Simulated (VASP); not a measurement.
# MgO (Fm-3m) in VASP: single point with HSE06

Aim: the single point of MgO with HSE06.

Program: VASP 6.6.1. These are calculated values, not measurements. Logs are shortened: lines on timing, memory, paths and dates and some standing lists are left out, and cuts for length are marked.

**1. The cell of the first run**

It takes space group Fm-3m (No. 225, cubic). Conventional cell: a = 4.214 Å, b = 4.214 Å, c = 4.214 Å, α = 90.00°, β = 90.00°, γ = 90.00°. Within 2.8 Å of O (site symmetry m-3m) lie 6 Mg at 2.11 Å. Within 2.8 Å of Mg (site symmetry m-3m) lie 6 O at 2.11 Å.

**2. Single point, HSE06**

File POSCAR:

```
MgO
1.0
    8.4288080000      0.0000000000      0.0000000000
    0.0000000000      8.4288080000      0.0000000000
    0.0000000000      0.0000000000      8.4288080000
O Mg
32 32
Direct
    0.2500000000      0.0000000000      0.0000000000
    0.2500000000      0.0000000000      0.5000000000
    0.2500000000      0.5000000000      0.0000000000
    0.2500000000      0.5000000000      0.5000000000
    0.7500000000      0.0000000000      0.0000000000
    0.7500000000      0.0000000000      0.5000000000
    0.7500000000      0.5000000000      0.0000000000
    0.7500000000      0.5000000000      0.5000000000
    0.0000000000      0.2500000000      0.0000000000
    0.0000000000      0.2500000000      0.5000000000
    0.0000000000      0.7500000000      0.0000000000
    0.0000000000      0.7500000000      0.5000000000
    0.5000000000      0.2500000000      0.0000000000
    0.5000000000      0.2500000000      0.5000000000
    0.5000000000      0.7500000000      0.0000000000
    0.5000000000      0.7500000000      0.5000000000
    0.0000000000      0.0000000000      0.2500000000
    0.0000000000      0.0000000000      0.7500000000
    0.0000000000      0.5000000000      0.2500000000
    0.0000000000      0.5000000000      0.7500000000
    0.5000000000      0.0000000000      0.2500000000
    0.5000000000      0.0000000000      0.7500000000
    0.5000000000      0.5000000000      0.2500000000
    0.5000000000      0.5000000000      0.7500000000
    0.2500000000      0.2500000000      0.2500000000
    0.2500000000      0.2500000000      0.7500000000
    0.2500000000      0.7500000000      0.2500000000
    0.2500000000      0.7500000000      0.7500000000
    0.7500000000      0.2500000000      0.2500000000
    0.7500000000      0.2500000000      0.7500000000
    0.7500000000      0.7500000000      0.2500000000
    0.7500000000      0.7500000000      0.7500000000
    0.0000000000      0.0000000000      0.0000000000
    0.0000000000      0.0000000000      0.5000000000
    0.0000000000      0.5000000000      0.0000000000
    0.0000000000      0.5000000000      0.5000000000
    0.5000000000      0.0000000000      0.0000000000
    0.5000000000      0.0000000000      0.5000000000
    0.5000000000      0.5000000000      0.0000000000
    0.5000000000      0.5000000000      0.5000000000
    0.2500000000      0.2500000000      0.0000000000
    0.2500000000      0.2500000000      0.5000000000
    0.2500000000      0.7500000000      0.0000000000
    0.2500000000      0.7500000000      0.5000000000
    0.7500000000      0.2500000000      0.0000000000
    0.7500000000      0.2500000000      0.5000000000
    0.7500000000      0.7500000000      0.0000000000
    0.7500000000      0.7500000000      0.5000000000
    0.2500000000      0.0000000000      0.2500000000
    0.2500000000      0.0000000000      0.7500000000
    0.2500000000      0.5000000000      0.2500000000
    0.2500000000      0.5000000000      0.7500000000
    0.7500000000      0.0000000000      0.2500000000
    0.7500000000      0.0000000000      0.7500000000
    0.7500000000      0.5000000000      0.2500000000
    0.7500000000      0.5000000000      0.7500000000
    0.0000000000      0.2500000000      0.2500000000
    0.0000000000      0.2500000000      0.7500000000
    0.0000000000      0.7500000000      0.2500000000
    0.0000000000      0.7500000000      0.7500000000
    0.5000000000      0.2500000000      0.2500000000
    0.5000000000      0.2500000000      0.7500000000
    0.5000000000      0.7500000000      0.2500000000
    0.5000000000      0.7500000000      0.7500000000
```

File INCAR.step1:

```
PREC = Accurate
ENCUT = 520
EDIFF = 1E-5
ISMEAR = -1
SIGMA = 0.05
LREAL = Auto
LASPH = T
NELM = 80
ALGO = Normal
ISIF = 2
LWAVE = T
NBANDS = 166
GGA = PE
```

File INCAR.step2:

```
PREC = Accurate
ENCUT = 520
EDIFF = 1E-7
ISMEAR = -1
SIGMA = 0.05
LREAL = Auto
LASPH = T
NELM = 80
ALGO = Normal
ISIF = 2
LWAVE = F
LCHARG = T
GGA = PE
LHFCALC = T
HFSCREEN = 0.2079
PRECFOCK = Fast
LELF = T
LVHAR = T
NBANDS = 166
ISTART = 1
```

File KPOINTS:

```
Automatic mesh
0
Gamma
  1 1 1
```

Potentials or basis: VASP PAW PBE potentials, release 64 (O, Mg).

Command:

```console
$ cat potpaw_PBE.64/O/POTCAR potpaw_PBE.64/Mg/POTCAR > POTCAR
$ cp INCAR.step1 INCAR
$ mpirun -np 1 vasp_gam > vasp.out
$ cp INCAR.step2 INCAR
$ mpirun -np 1 vasp_gam > vasp.out
```

OUTCAR:

```text
PREC = Accurate
   ENCUT = 520
   EDIFF = 1E-7
   ISMEAR = -1
   LREAL = Auto
   LASPH = T
   NELM = 80
   ISIF = 2
   GGA = PE
   LHFCALC = T
   HFSCREEN = 0.2079
   PRECFOCK = Fast
   ISTART = 1

 ion  position               nearest neighbor table
   1  0.250  0.000  0.000-  33 2.11  37 2.11  41 2.11  43 2.11  49 2.11  50 2.11
   2  0.250  0.000  0.500-  34 2.11  38 2.11  42 2.11  44 2.11  49 2.11  50 2.11
   3  0.250  0.500  0.000-  35 2.11  39 2.11  41 2.11  43 2.11  51 2.11  52 2.11
   4  0.250  0.500  0.500-  36 2.11  40 2.11  42 2.11  44 2.11  51 2.11  52 2.11
   5  0.750  0.000  0.000-  33 2.11  37 2.11  45 2.11  47 2.11  53 2.11  54 2.11
   6  0.750  0.000  0.500-  34 2.11  38 2.11  46 2.11  48 2.11  53 2.11  54 2.11
[... 76 lines left out ...]
  58  0.000  0.250  0.750-   9 2.11  10 2.11  18 2.11  20 2.11  26 2.11  30 2.11  33 2.98  34 2.98
                            35 2.98  36 2.98  41 2.98  42 2.98  45 2.98  46 2.98  50 2.98  52 2.98
  59  0.000  0.750  0.250-  11 2.11  12 2.11  17 2.11  19 2.11  27 2.11  31 2.11  33 2.98  34 2.98
                            35 2.98  36 2.98  43 2.98  44 2.98  47 2.98  48 2.98  49 2.98  51 2.98
  60  0.000  0.750  0.750-  11 2.11  12 2.11  18 2.11  20 2.11  28 2.11  32 2.11  33 2.98  34 2.98
                            35 2.98  36 2.98  43 2.98  44 2.98  47 2.98  48 2.98  50 2.98  52 2.98
  61  0.500  0.250  0.250-  13 2.11  14 2.11  21 2.11  23 2.11  25 2.11  29 2.11  37 2.98  38 2.98
                            39 2.98  40 2.98  41 2.98  42 2.98  45 2.98  46 2.98  49 2.98  51 2.98
  62  0.500  0.250  0.750-  13 2.11  14 2.11  22 2.11  24 2.11  26 2.11  30 2.11  37 2.98  38 2.98
                            39 2.98  40 2.98  41 2.98  42 2.98  45 2.98  46 2.98  50 2.98  52 2.98
  63  0.500  0.750  0.250-  15 2.11  16 2.11  21 2.11  23 2.11  27 2.11  31 2.11  37 2.98  38 2.98
                            39 2.98  40 2.98  43 2.98  44 2.98  47 2.98  48 2.98  49 2.98  51 2.98
  64  0.500  0.750  0.750-  15 2.11  16 2.11  22 2.11  24 2.11  28 2.11  32 2.11  37 2.98  38 2.98
                            39 2.98  40 2.98  43 2.98  44 2.98  47 2.98  48 2.98  50 2.98  52 2.98

  LATTYP: Found a simple cubic cell.
 ALAT       =     8.4288080000

  Lattice vectors:

 A1 = (   8.4288080000,   0.0000000000,   0.0000000000)
 A2 = (   0.0000000000,   8.4288080000,   0.0000000000)
 A3 = (   0.0000000000,   0.0000000000,   8.4288080000)

Analysis of symmetry for initial positions (statically):
=====================================================================
 Subroutine PRICEL returns following result:

  LATTYP: Found a face centered cubic cell.
 ALAT       =     4.2144040000

  Lattice vectors:

 A1 = (   2.1072020000,  -2.1072020000,   0.0000000000)
 A2 = (   2.1072020000,   0.0000000000,   2.1072020000)
 A3 = (   0.0000000000,  -2.1072020000,   2.1072020000)

[... 128 lines left out ...]
     AMIX     =   0.40;   BMIX     =  1.00
     AMIX_MAG =   1.60;   BMIX_MAG =  1.00
  volume/ion in A,a.u.               =       9.36        63.14
  Fermi-wavevector in a.u.,A,eV,Ry     =   1.233262  2.330527 20.693577  1.520935
  Thomas-Fermi vector in A             =   2.367999
   LORBIT       =      0    0 simple, 1 ext, 2 COOP (PROOUT), +10 PAW based schemes
   GGA     = PE    functional components
   LHFCALC =     T    Hartree Fock is set to
   PRECFOCK=fast      Normal, Fast or Accurate (Low or Medium for compatibility)
   ENCUT4O =  -1.0   cutoff for four orbital integrals eV
   NKREDX  =     1    reduce k-point grid by
   NKREDY  =     1    reduce k-point grid by
   NKREDZ  =     1    reduce k-point grid by
   AEXX    =    0.2500 exact exchange contribution
   HFSCREEN=    0.2079 screening length (either q_TF or 0.3 A-1)
   HFSCREENC=   0.2079 screening length for correlation (either q_TF or 0.3 A-1)
   ENCUTFOCK=  -1.0 apply spherical cutoff to Coloumb kernel
   IVDW    =     0    specifies the selected vdW correction
   LEPSILON=     F    determine dielectric tensor
   LRPA    =     F    only Hartree local field effects (RPA)
 non-spin polarized calculation
  energy-cutoff  :      520.00
  volume of cell :      598.82
 maximum number of plane-waves:      8068
 NGX is ok and might be reduce to    64
  NGX = 32; NGY = 32; NGZ = 32

 number of electron     255.9999894 magnetization

 Free energy of the ion-electron system (eV)
  ---------------------------------------------------
  ext. energy  EPLUGINS =         0.00000000
  ---------------------------------------------------
  free energy    TOTEN  =      -454.79385467 eV

  energy without entropy =     -454.79385467  energy(sigma->0) =     -454.79385467

 E-fermi :   3.2821     XC(G=0):  -9.0880

 val. band max:        1.9244503428   @ k =   0.0000   0.0000   0.0000
 cond. band min:       8.3855312310   @ k =   0.0000   0.0000   0.0000
 fundamental gap:      6.4610808882
 Fermi energy:         3.2821153471

 k-point     1 :       0.0000    0.0000    0.0000
  band No.  band energies     occupation
      1     -16.8727      2.00000
      2     -16.0855      2.00000
      3     -16.0855      2.00000
      4     -16.0855      2.00000
      5     -16.0855      2.00000
      6     -16.0855      2.00000
[... 132 lines left out ...]
    139      11.8847      0.00000
    140      12.7901      0.00000
 [bands above 140 left out]

------------------------ aborting loop because EDIFF is reached ----------------------------------------

  FORCE on cell =-STRESS in cart. coord.  units (eV):
  Direction    XX          YY          ZZ          XY          YZ          ZX
  --------------------------------------------------------------------------------------
  -------------------------------------------------------------------------------------
  Total       -6.9282895     -6.9282895     -6.9282895     -0.0000000      0.0000000     -0.0000000
  in kB      -18.5369436    -18.5369436    -18.5369436     -0.0000000      0.0000000     -0.0000000
  external PRESSURE =     -18.5369436 kB  Pullay stress =       0.0000000 kB

 VOLUME and BASIS-vectors are now :
 -----------------------------------------------------------------------------
  energy-cutoff  :      520.00
  volume of cell :      598.82
      direct lattice vectors                 reciprocal lattice vectors
     8.428808000  0.000000000  0.000000000     0.118640738  0.000000000  0.000000000
     0.000000000  8.428808000  0.000000000     0.000000000  0.118640738  0.000000000
     0.000000000  0.000000000  8.428808000     0.000000000  0.000000000  0.118640738

 POSITION                                       TOTAL-FORCE (eV/Angst)
 -----------------------------------------------------------------------------------
      2.10720      0.00000      0.00000        -0.000000     -0.000000     -0.000000
      2.10720      0.00000      4.21440        -0.000000     -0.000000     -0.000000
      2.10720      4.21440      0.00000        -0.000000     -0.000000     -0.000000
      2.10720      4.21440      4.21440        -0.000000     -0.000000     -0.000000
      6.32161      0.00000      0.00000        -0.000000     -0.000000     -0.000000
      6.32161      0.00000      4.21440        -0.000000     -0.000000     -0.000000
[... 56 lines left out ...]
      4.21440      6.32161      2.10720        -0.000000      0.000000      0.000000
      4.21440      6.32161      6.32161         0.000000     -0.000000     -0.000000
 -----------------------------------------------------------------------------------
    total drift:                                0.001280      0.000644      0.000694

  FREE ENERGIE OF THE ION-ELECTRON SYSTEM (eV)
  ---------------------------------------------------
  free  energy   TOTEN  =      -454.7938546706 eV

  energy  without entropy=     -454.7938546706  energy(sigma->0) =     -454.79385467
```

Run time: 17 min. Hardware: 1 thread of AMD EPYC 7R13 (Zen 3), shared host; peak memory 0.82 GiB.

Results:

```yaml
Free_energy: -454.7939 eV
Pressure: -1.9 GPa
Band_gap_on_the_k_mesh: 6.46 eV
```

Caveat: the k points lie up to 0.75 Å⁻¹ apart; the PAW data sets were made with another functional, which shifts forces and pressure a little. A k mesh can miss the band edges.
